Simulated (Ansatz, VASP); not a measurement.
Sb: VASP beside Ansatz

```
CELL_PARAMETERS angstrom
3.30162 0.00000 0.00000
-1.65081 2.85929 0.00000
0.00000 0.00000 5.33000
ATOMIC_POSITIONS crystal
Sb 0.33333 0.66667 0.25000
Sb 0.66667 0.33333 0.75000
```

Change from the starting cell: equal xx and yy strain of -2 %, crystal datasets.

Alike in both runs: task electric field gradients; functional PBE; k mesh 12 × 12 × 7; occupations fermi-dirac, width 0.05 eV; no spin polarisation.

|  | VASP | Ansatz |
| --- | --- | --- |
| version | VASP 6.6.1 | Ansatz 0.2.0 |
| potentials or method | VASP PAW PBE potentials, release 64 (Sb), cutoff 520 eV | all-electron PAW with datasets made for the crystal, scalar-relativistic |

VASP gave:

| Quantity | Value |
| --- | --- |
| pressure (GPa) | 6.0 |
| traceless stress, the component that is largest in VASP (GPa) | -0.62 |
| size of Vzz on the site where it differs most (V/Å²) | 18.7 |

Problem. Estimate Ansatz's values.

Solution. Pressure (GPa): 6.2; traceless stress, the component that is largest in VASP (GPa): -0.62; size of Vzz on the site where it differs most (V/Å²): 20.1.

Ansatz ran all-electron here, and VASP with PAW potentials.

Spin-orbit coupling is off throughout.
